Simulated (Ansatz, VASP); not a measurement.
Be2Cl3 in VASP and in Ansatz

```
CELL_PARAMETERS angstrom
3.35044 0.00000 0.00000
-1.67522 2.90157 0.00000
0.00000 0.00000 9.36680
ATOMIC_POSITIONS crystal
Be 0.33333 0.66667 0.16411
Be 0.66667 0.33333 0.83589
Cl 0.00000 0.00000 0.00000
Cl 0.33333 0.66667 0.71929
Cl 0.66667 0.33333 0.28071
```

Alike in both runs: functional PBE; k mesh 12 × 12 × 4; occupations gaussian, width 0.1 eV; no spin polarisation.

Ansatz relaxed the structure, and its values are those at the end. VASP's run is a single point on that final structure, the one shown.

|  | VASP | Ansatz |
| --- | --- | --- |
| version | VASP 6.6.1 | Ansatz 0.2.0 |
| potentials or method | VASP PAW PBE potentials, release 64 (Be, Cl), cutoff 520 eV | scalar-relativistic, plane waves, PAW |
| valence electrons in the cell | 25 | 25 |

VASP gave:

* gap on the k mesh at the Fermi level (eV): none
* pressure (GPa): 0.0
* rms of the force components (eV/Å): 0.004

Task: Which values does Ansatz return?

Result: gap on the k mesh at the Fermi level (eV): none; pressure (GPa): 0.0; rms of the force components (eV/Å): 0.000.

A gap of «none» marks a metal or a gap that the smearing closes.
